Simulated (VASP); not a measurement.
Mo: single point with PBEsol

The system is Mo.

```
Mo
1.0
     2.77299    0.00000    0.00000
    -1.38649    2.40148    0.00000
     0.00000    0.00000    2.48658
Mo
1
Direct
  0.00000 0.00000 0.50000
```

This cell differs from its parent crystal: ratio of the length along z to the lengths across it x 0.96, volume and fractional coordinates fixed.

| Quantity | Value |
| --- | --- |
| Program | VASP 6.6.1 |
| Task | single point |
| Functional | PBEsol |
| Potentials or basis | VASP PAW PBE potentials, release 64 (Mo_sv) |
| Cutoff | 520 eV |
| k mesh | 24 × 24 × 20 |
| Occupations | gaussian, width 0.15 eV |
| Spin | no spin polarisation |
| Dipole correction | no |
| Further INCAR settings | ALGO = Fast; EDIFF = 1e-06; NBANDS = 13 |

| Property | Result |
| --- | --- |
| Pressure | -3.6 GPa |
| Band gap on the k mesh | zero (band 7 reaches 12.27 eV, above the bottom of band 8 at 10.45 eV) |

Stress tensor (GPa, compression positive):
```
-4.63  0.00  0.00
 0.00 -4.63  0.00
 0.00  0.00 -1.60
```

Levels at points of the mesh, in eV from the Fermi level:
```
           k point  band 4  band 5  band 6  band 7  band 8  band 9  band 10  band 11
(0.00, 0.00, 0.00)  -33.94   -6.74   -4.35   -0.90   -0.90    4.35     4.35    12.77
(0.50, 0.00, 0.00)  -33.81   -4.82   -3.34    0.91    1.60    3.76     4.20     9.78
(0.00, 0.00, 0.50)  -34.05   -3.39    0.10    0.10    0.40    0.41     0.41    11.09
(0.50, 0.00, 0.50)  -34.32   -5.36   -3.02   -0.78    4.65    6.36     6.64     7.30
```

Wall time 60 s on 1 thread of Intel(R) Xeon(R) Platinum 8375C CPU @ 2.90GHz (Ice Lake) (shared host), peak memory 0.24 GiB.

Caveat: the PAW data sets were made with another functional, which shifts forces and pressure a little.
